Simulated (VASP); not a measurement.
Hf4N2O, 7 atoms in the cell. Symmetry: P-3m1, No. 164, trigonal system. The conventional cell has a = 3.114 Å, b = 3.114 Å, c = 10.571 Å, α = 90.00°, β = 90.00°, γ = 120.00°. Within 2.9 Å of Hf (site symmetry 3m) lie 3 N at 2.21 Å and 3 O at 2.30 Å. Within 2.9 Å of Hf (site symmetry 3m) lie 3 N at 2.23 Å. N (site symmetry 3m) has 6 Hf at 2.21 to 2.23 Å and 1 O at 2.72 Å within 2.9 Å. Within 3.2 Å of O (site symmetry -3m) lie 6 Hf at 2.30 Å and 2 N at 2.72 Å and 6 O at 3.11 Å. 

```yaml
Program: VASP 6.6.1
Task: single point
Functional: PBE
Potentials_or_basis: VASP PAW PBE potentials, release 64 (Hf_pv, N, O)
Cutoff: 520 eV
k_mesh: 12 × 12 × 4
Occupations: gaussian, width 0.1 eV
Spin: no spin polarisation
Dipole_correction: no
Further_INCAR_settings: ALGO = Normal; EDIFF = 1e-06; NBANDS = 37
```

Potentials or basis: VASP PAW PBE potentials, release 64 (Hf_pv, N, O).

Run with:

```sh
$ cat potpaw_PBE.64/Hf_pv/POTCAR potpaw_PBE.64/N/POTCAR potpaw_PBE.64/O/POTCAR > POTCAR
$ mpirun -np 1 vasp_std > vasp.out
```

Hardware: 1 thread of Intel(R) Xeon(R) 6975P-C (Granite Rapids), on a shared host.

Task: Estimate the wall time of this run.

Result: Wall time 2 min on 1 thread of Intel(R) Xeon(R) 6975P-C (Granite Rapids), with other jobs on the host, peak memory 0.32 GiB. Counts: scf iterations 17, k points 69.
